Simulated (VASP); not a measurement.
Wanted: the native input for a VASP 6.6.1 run.

| Property | Result |
| --- | --- |
| Task | single point |
| Functional | PBEsol |
| Potentials or basis | VASP PAW PBE potentials, release 64 (Ti_sv, Co) |
| Cutoff | 520 eV |
| k mesh | 12 × 12 × 12 |
| Occupations | gaussian, width 0.15 eV |
| Spin | collinear spin, ferromagnetic start |
| Starting moments | [0.9, 1.98, 1.98, 1.98] μB |
| Fixed moment | 6.84 μB |
| Dipole correction | no |
| Further INCAR settings | ALGO = Fast; EDIFF = 1e-07; NBANDS = 32 |

The structure of TiCo3 lies in POSCAR:

```
TiCo3
1.0
    3.4529205823      0.0000000000      0.0000000000
    0.0000000000      3.4529205823      0.0000000000
    0.0000000000      0.0000000000      3.4529205823
Ti Co
1 3
Direct
    0.0000000000      0.0000000000      0.0000000000
    0.0000000000      0.5000000000      0.5000000000
    0.5000000000      0.0000000000      0.5000000000
    0.5000000000      0.5000000000      0.0000000000
```

One way to write it, as run:

INCAR

```
SYSTEM = TiCo3
PREC = Accurate
ENCUT = 520
EDIFF = 1E-7
ISMEAR = 0
SIGMA = 0.15
LREAL = .FALSE.
LASPH = .TRUE.
NELM = 150
ALGO = Fast
ISIF = 2
LWAVE = .FALSE.
LCHARG = .FALSE.
ISPIN = 2
MAGMOM = 0.9 1.98 1.98 1.98
LORBIT = 11
NUPDOWN = 6.84
LMAXMIX = 4
GGA = PS
NBANDS = 32
```

KPOINTS

```
regular mesh
0
G
  12 12 12
  0 0 0
```

Potentials or basis: VASP PAW PBE potentials, release 64 (Ti_sv, Co).

Launch:

```bash
$ cat potpaw_PBE.64/Ti_sv/POTCAR potpaw_PBE.64/Co/POTCAR > POTCAR
$ mpirun -np 1 vasp_std > vasp.out
```

It gave:

```
Pressure                                              : 49.6 GPa
Net moment                                            : 6.84 μB per cell
Site moments                                          : Ti +0.69; Co +1.96 μB
Valence electrons inside the program's atomic spheres : Ti 10.73; Co 8.53
```

Caveat: the cell stands under pressure; the PAW data sets were made with another functional, which shifts forces and pressure a little; the total moment is fixed, so each spin has its own Fermi level and the state may be an excited one.

It took 5.7 min on 1 thread of Oxide Virtual Turin-like Processor, with other jobs on the host, peak memory 0.26 GiB.
